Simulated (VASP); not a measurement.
Input of a VASP 6.6.1 run:

INCAR

```
  ALGO = Normal
  EDIFF = 1E-7
  ENCUT = 520
  GGA = PS
  ISIF = 2
  ISMEAR = -1
  LASPH = T
  LCHARG = T
  LELF = T
  LREAL = F
  LVHAR = T
  LWAVE = F
  NBANDS = 19
  NELM = 60
  PREC = Accurate
  SIGMA = 0.08
```

The input KPOINTS:

```
k-points
0
Gamma
  13 13 7
```

Contents of POSCAR:

```
Ti
1.0
    2.9201978648      0.0000000000      0.0000000000
   -1.4600989324      2.5289655350      0.0000000000
    0.0000000000      0.0000000000      4.6386634303
Ti
2
Direct
    0.3333333333      0.6666666667      0.2500000000
    0.6666666667      0.3333333333      0.7500000000
```

Potentials or basis: VASP PAW PBE potentials, release 64 (Ti_sv).

Command:

```sh
$ cat potpaw_PBE.64/Ti_sv/POTCAR > POTCAR
$ mpirun -np 1 vasp_std > vasp.out
```

Question: Predict the band gap on the k mesh.

Answer: Zero (band 12 reaches 9.14 eV, above the bottom of band 13 at 8.02 eV).

Question: Estimate the pressure.

Answer: -2.9 GPa.

Stress tensor (GPa, compression positive):
```
-2.76  0.00  0.00
 0.00 -2.76  0.00
 0.00  0.00 -3.17
```

Caveat: the PAW data sets were made with another functional, which shifts forces and pressure a little.
